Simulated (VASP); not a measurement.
# P (Cmmm) in VASP: single point with PBEsol+D3(BJ)

Aim: the single point of P with PBEsol+D3(BJ).

Program: VASP 6.6.1. These are calculated values, not measurements. Logs are shortened: lines on timing, memory, paths and dates and some standing lists are left out, and cuts for length are marked.

**1. The cell of the first run**

Symmetry: Cmmm, No. 65, orthorhombic system. Conventional cell: a = 3.292 Å, b = 3.470 Å, c = 2.390 Å, α = 90.00°, β = 90.00°, γ = 90.00°. P (site symmetry mmm) has 18 P at 2.39 to 3.47 Å within 3.5 Å.

**2. Single point, PBEsol+D3(BJ) (strain +0.0525 x Voigt [0, 0, 0, 0, 1, 0])**

INCAR reads:

```
  PREC = Accurate
  ENCUT = 520
  EDIFF = 1E-6
  ISMEAR = 0
  SIGMA = 0.15
  LREAL = False
  LASPH = True
  NELM = 80
  ALGO = Normal
  ISIF = 2
  LWAVE = False
  LCHARG = False
  GGA = PS
  IVDW = 12
  NBANDS = 8
```

KPOINTS reads:

```
Automatic mesh
0
Gamma
  24 24 24
```

POSCAR reads:

```
P
1.0
    2.3904808287      0.0000000000      0.0627501218
    0.0000000000      2.3904808287      0.0000000000
    0.0627545210      0.0000000000      2.3906484192
P
1
Direct
    0.0000000000      0.0000000000      0.0000000000
```

Potentials or basis: VASP PAW PBE potentials, release 64 (P).

Started as:

```bash
$ cat potpaw_PBE.64/P/POTCAR > POTCAR
$ mpirun -np 1 vasp_std > vasp.out
```

OUTCAR:

```text
PREC = Accurate
   ENCUT = 520
   EDIFF = 1E-6
   ISMEAR = 0
   LREAL = False
   LASPH = True
   NELM = 80
   ISIF = 2
   GGA = PS
   IVDW = 12
 IVDW          = 12

 ion  position               nearest neighbor table
   1  0.000  0.000  0.000-

  LATTYP: Found a simple monoclinic cell.
 ALAT       =     2.3913042822
 B/A-ratio  =     0.9996556467
 C/A-ratio  =     1.0000701074
 COS(beta)  =    -0.0524638491

  Lattice vectors:

 A1 = (   2.3904808287,   0.0000000000,   0.0627501218)
 A2 = (   0.0000000000,  -2.3904808287,   0.0000000000)
 A3 = (  -0.0627545210,   0.0000000000,  -2.3906484192)

Analysis of symmetry for initial positions (statically):
=====================================================================
 Subroutine PRICEL returns:
 Original cell was already a primitive cell.

 Routine SETGRP: Setting up the symmetry group for a
 simple monoclinic supercell.

 Subroutine GETGRP returns: Found  4 space group operations
 (whereof  4 operations were pure point group operations)
 out of a pool of  4 trial point group operations.

The static configuration has the point symmetry C_2h.

Analysis of symmetry for dynamics (positions and initial velocities):
=====================================================================
 Subroutine PRICEL returns:
 Original cell was already a primitive cell.

 Routine SETGRP: Setting up the symmetry group for a
 simple monoclinic supercell.

 Subroutine GETGRP returns: Found  4 space group operations
 (whereof  4 operations were pure point group operations)
 out of a pool of  4 trial point group operations.

The dynamic configuration has the point symmetry C_2h.

 Subroutine INISYM returns: Found  4 space group operations
 (whereof  4 operations are pure point group operations),
 and found     1 'primitive' translations

----------------------------------------------------------------------------------------

                                     Primitive cell

  volume of cell :      13.6517

  direct lattice vectors                    reciprocal lattice vectors
     2.390480829  0.000000000  0.062750122     0.418614333  0.000000000 -0.010988626
     0.000000000  2.390480829  0.000000000     0.000000000  0.418325882  0.000000000
     0.062754521  0.000000000  2.390648419    -0.010987856  0.000000000  0.418584987

  length of vectors
     2.391304282  2.390480829  2.391471930     0.418758534  0.418325882  0.418729178

  position of ions in fractional coordinates (direct lattice)
     0.000000000  0.000000000  0.000000000

  ion indices of the primitive-cell ions
   primitive index   ion index
                 1           1

----------------------------------------------------------------------------------------

 KPOINTS: Automatic mesh

Automatic generation of k-mesh.
 Grid dimensions read from file:
 generate k-points for:   24   24   24

 Generating k-lattice:

  Cartesian coordinates                     Fractional coordinates (reciprocal lattice)
     0.017442264  0.000000000 -0.000457859     0.041666667  0.000000000 -0.000000000
     0.000000000  0.017430245  0.000000000     0.000000000  0.041666667  0.000000000
    -0.000457827  0.000000000  0.017441041     0.000000000  0.000000000  0.041666667

  Length of vectors
     0.017448272  0.017430245  0.017447049

  Shift w.r.t. Gamma in fractional coordinates (k-lattice)
     0.000000000  0.000000000  0.000000000

 Subroutine IBZKPT returns following result:
 ===========================================

 Found   3770 irreducible k-points:

 Following reciprocal coordinates:
            Coordinates               Weight
  0.000000  0.000000  0.000000      1.000000
  0.041667  0.000000 -0.000000      2.000000
  0.083333  0.000000 -0.000000      2.000000
  0.125000  0.000000 -0.000000      2.000000
  0.166667  0.000000 -0.000000      2.000000
  0.208333  0.000000 -0.000000      2.000000
[... 16 lines left out ...]
  0.375000  0.041667 -0.000000      4.000000
  0.416667  0.041667 -0.000000      4.000000
 [... further k-points ...]
   k-points           NKPTS =   3770   k-points in BZ     NKDIM =   3770   number of bands    NBANDS=      8
   number of dos      NEDOS =    301   number of ions     NIONS =      1
   total plane-waves  NPLWV =   5832
   dimension x,y,z NGX =    18 NGY =   18 NGZ =   18
   dimension x,y,z NGXF=    36 NGYF=   36 NGZF=   36
   ions per type =               1
   NGX,Y,Z   is equivalent  to a cutoff of  12.51, 12.52, 12.51 a.u.
   NGXF,Y,Z  is equivalent  to a cutoff of  25.03, 25.04, 25.03 a.u.
 SYSTEM =  unknown system
   PREC   = accura    normal or accurate (medium, high low for compatibility)
   ISTART =      0    job   : 0-new  1-cont  2-samecut
   ICHARG =      2    charge: 1-file 2-atom 10-const
   ISPIN  =      1    spin polarized calculation?
   LNONCOLLINEAR =      F non collinear calculations
   LSORBIT =      F    spin-orbit coupling
   LASPH  =      T    aspherical Exc in radial PAW
   ENCUT  =  520.0 eV  38.22 Ry    6.18 a.u.   4.45  4.44  4.45*2*pi/ulx,y,z
   NELM   =     80;   NELMIN=  2; NELMDL= -5     # of ELM steps
   EDIFF  = 0.1E-05   stopping-criterion for ELM
   LREAL  =      F    real-space projection
   EDIFFG = 0.1E-04   stopping-criterion for IOM
   NSW    =      0    number of steps for IOM
   IBRION =     -1    ionic relax: 0-MD 1-quasi-New 2-CG
   NFREE  =      0    steps in history (QN), initial steepest desc. (CG)
   ISIF   =      2    stress and relaxation
   ISYM   =      2    0-nonsym 1-usesym 2-fastsym
   POTIM  = 0.5000    time-step for ionic-motion
   TEBEG  =    0.0;   TEEND  =   0.0 temperature during run
   PSTRESS=    0.0 pullay stress
   NELECT =       5.0000    total number of electrons
   NUPDOWN=      -1.0000    fix difference up-down
   EMIN   =  10.00;   EMAX   =-10.00  energy-range for DOS
   EFERMI =   0.00;   METHOD = LEGACY
   ISMEAR =     0;   SIGMA  =   0.15  broadening in eV -4-tet -1-fermi 0-gaus
   EFERMI_NEDOS =   21; number of points for ismear=-14 and -15
   IALGO  =     38    algorithm
   IMIX   =      4    mixing-type and parameters
     AMIX     =   0.40;   BMIX     =  1.00
     AMIX_MAG =   1.60;   BMIX_MAG =  1.00
  volume/ion in A,a.u.               =      13.65        92.13
  Fermi-wavevector in a.u.,A,eV,Ry     =   1.171303  2.213441 18.666518  1.371950
  Thomas-Fermi vector in A             =   2.307749
   LORBIT       =      0    0 simple, 1 ext, 2 COOP (PROOUT), +10 PAW based schemes
   GGA     = PS    functional components
   LHFCALC =     F    Hartree Fock is set to
   AEXX    =    0.0000 exact exchange contribution
   IVDW    =    12    specifies the selected vdW correction
   LEPSILON=     F    determine dielectric tensor
   LRPA    =     F    only Hartree local field effects (RPA)
 non-spin polarized calculation
 Gauss-broadening in eV      SIGMA  =   0.15
  energy-cutoff  :      520.00
  volume of cell :       13.65
 maximum number of plane-waves:       382
 NGX is ok and might be reduce to    18
   NGX =  9   NGY =  9   NGZ =  9

 number of electron       4.9999999 magnetization

 Free energy of the ion-electron system (eV)
  ---------------------------------------------------
  ext. energy  EPLUGINS =         0.00000000
  ---------------------------------------------------
  free energy    TOTEN  =        -5.75591375 eV

  energy without entropy =       -5.75263638  energy(sigma->0) =       -5.75427506

 E-fermi :  10.5499     XC(G=0): -11.6603

 val. band max:       10.5461333280   @ k =   0.4583   0.4583   0.4583
 cond. band min:      10.5546774908   @ k =   0.1250   0.0000   0.1667
 fundamental gap:      0.0085441627
 Fermi energy:        10.5499448207

 k-point     1 :       0.0000    0.0000    0.0000
  band No.  band energies     occupation
      1      -6.6509      2.00000
      2      15.7329      0.00000
      3      15.8957      0.00000
      4      16.1264      0.00000
      5      17.2846      0.00000
      6      17.3317      0.00000
      7      25.3910      0.00000
      8      35.5972      0.00000

 k-point     2 :       0.0417    0.0000   -0.0000
  band No.  band energies     occupation
      1      -6.6090      2.00000
      2      14.8480      0.00000
      3      15.9292      0.00000
      4      15.9700      0.00000
      5      17.3315      0.00000
      6      18.3415      0.00000
      7      25.5324      0.00000
      8      35.2347      0.00000

 k-point     3 :       0.0833    0.0000   -0.0000
  band No.  band energies     occupation
      1      -6.4834      2.00000
      2      13.3120      0.00000
      3      16.0293      0.00000
      4      16.0445      0.00000
      5      17.4386      0.00000
      6      19.7230      0.00000
      7      25.9705      0.00000
      8      34.3356      0.00000

 k-point     4 :       0.1250    0.0000   -0.0000
  band No.  band energies     occupation
      1      -6.2748      2.00000
      2      11.7400      0.00000
      3      16.1904      0.00000
      4      16.1947      0.00000
      5      17.6135      0.00000
      6      20.9700      0.00000
      7      26.7271      0.00000
      8      33.1844      0.00000

 k-point     5 :       0.1667    0.0000   -0.0000
  band No.  band energies     occupation
      1      -5.9841      2.00000
      2      10.1938      1.99922
      3      16.3962      0.00000
      4      16.4233      0.00000
      5      17.8509      0.00000
      6      22.0195      0.00000
      7      27.7717      0.00000
      8      31.9689      0.00000
[... 177 lines left out ...]
 k-point    22 :       0.3333    0.0417   -0.0000
  band No.  band energies     occupation
      1      -4.0123      2.00000
      2       4.6436      2.00000
      3      16.8981      0.00000
      4      17.7888      0.00000
      5      19.9634      0.00000
      6      25.1908      0.00000
      7      27.1459      0.00000
      8      27.2720      0.00000

 k-point    23 :       0.3750    0.0417   -0.0000
  band No.  band energies     occupation
      1      -3.3751      2.00000
      2       3.4637      2.00000
      3      17.3098      0.00000
      4      18.1849      0.00000
      5      20.3021      0.00000
      6      25.3453      0.00000
      7      26.4295      0.00000
      8      26.8262      0.00000

 k-point    24 :       0.4167    0.0417   -0.0000
  band No.  band energies     occupation
      1      -2.7254      2.00000
      2       2.4249      2.00000
      3      17.6795      0.00000
      4      18.5440      0.00000
      5      20.5769      0.00000
      6      24.8996      0.00000
      7      25.7832      0.00000
      8      27.2812      0.00000

 [... further k-points ...]

------------------------ aborting loop because EDIFF is reached ----------------------------------------

 Edisp (eV)   -0.41532

 E8    (eV) :    -0.2464

  FORCE on cell =-STRESS in cart. coord.  units (eV):
  Direction    XX          YY          ZZ          XY          YZ          ZX
  --------------------------------------------------------------------------------------
  -------------------------------------------------------------------------------------
  Total       0.01113     0.02405     0.00961     0.00000     0.00000    -0.29220
  in kB       1.30607     2.82295     1.12731     0.00000     0.00000   -34.29238
  external pressure =        1.75 kB  Pullay stress =        0.00 kB

 VOLUME and BASIS-vectors are now :
 -----------------------------------------------------------------------------
  energy-cutoff  :      520.00
  volume of cell :       13.65
      direct lattice vectors                 reciprocal lattice vectors
     2.390480829  0.000000000  0.062750122     0.418614333  0.000000000 -0.010988626
     0.000000000  2.390480829  0.000000000     0.000000000  0.418325882  0.000000000
     0.062754521  0.000000000  2.390648419    -0.010987856  0.000000000  0.418584987

 POSITION                                       TOTAL-FORCE (eV/Angst)
 -----------------------------------------------------------------------------------
      0.00000      0.00000      0.00000         0.000000      0.000000      0.000000
 -----------------------------------------------------------------------------------
    total drift:                               -0.000000      0.000000      0.000000

  FREE ENERGIE OF THE ION-ELECTRON SYSTEM (eV)
  ---------------------------------------------------
  free  energy   TOTEN  =        -6.1712373838 eV

  energy  without entropy=       -6.1679600090  energy(sigma->0) =       -6.16959870
```

Wall time 4.9 min (1 thread of Intel Xeon 8259CL, shared host); peak memory 0.43 GiB.

Results:

| Item | Value |
| --- | --- |
| Free energy | -6.1712 eV |
| Pressure | 0.2 GPa |
| Band gap on the k mesh | zero (an odd number of electrons rules out a gap without spin polarisation) |
| Dispersion energy per atom | -0.415 eV |

Levels at points of the mesh, in eV from the Fermi level:
```csv
k point,band 1,band 2,band 3,band 4,band 5,band 6,band 7
"(0.00, 0.00, 0.00)",-17.20,5.18,5.35,5.58,6.73,6.78,14.84
"(0.50, 0.00, 0.00)",-12.50,-9.29,8.32,8.47,9.40,14.62,14.62
"(0.00, 0.50, 0.00)",-12.52,-9.30,8.28,8.69,9.52,14.47,14.83
"(0.50, 0.50, 0.00)",-7.39,-5.61,-5.60,0.47,11.23,16.69,17.23
"(0.00, 0.00, 0.50)",-12.50,-9.29,8.32,8.46,9.40,14.62,14.62
"(0.50, 0.00, 0.50)",-7.45,-6.10,-5.08,0.53,11.33,16.97,17.75
"(0.00, 0.50, 0.50)",-7.39,-5.61,-5.60,0.47,11.24,16.70,17.23
"(0.50, 0.50, 0.50)",-2.72,-2.28,-1.75,-0.97,3.92,4.50,4.92
```

Caveat: the cell differs from its parent crystal (strain +0.0525 x Voigt [0, 0, 0, 0, 1, 0]); the PAW data sets were made with another functional, which shifts forces and pressure a little.
